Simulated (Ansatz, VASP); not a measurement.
## Two plane-wave programs on SrVO3

```
Sr V O
1.0
     3.84038    0.00000    0.00000
     0.00000    3.84038    0.00000
     0.00000    0.00000    3.84038
Sr V O
1 1 3
Direct
  0.50000 0.50000 0.50000
  0.00000 0.00000 0.00000
  0.50000 0.00000 0.00000
  0.00000 0.50000 0.00000
  0.00000 0.00000 0.50000
```

Alike in both runs: task single point; functional r2SCAN; dispersion D3(BJ); k mesh 8 × 8 × 8; occupations gaussian, width 0.05 eV; collinear spin.

|  | VASP | Ansatz |
| --- | --- | --- |
| version | VASP 6.6.1 | Ansatz 0.2.0 |
| potentials or method | VASP PAW PBE potentials, release 64 (Sr_sv, V_sv, O), cutoff 520 eV | scalar-relativistic, plane waves, PAW |
| valence electrons in the cell | 41 | 41 |

VASP gave:

* pressure (GPa): -2.8
* net moment per atom (μB): 0.03
* size of the moment on the site where the two differ most (μB): 0.15

Q: Estimate Ansatz's values.

A: Pressure (GPa): -1.9; net moment per atom (μB): 0.20; size of the moment on the site where the two differ most (μB): 0.82.

The net moments are unlike, so the other rows may belong to different states. VASP's potentials were made for PBE, not for r2SCAN. Site moments also hang on the region over which each program counts them. Ansatz's warnings: dispersion damping borrowed, stability check not made.
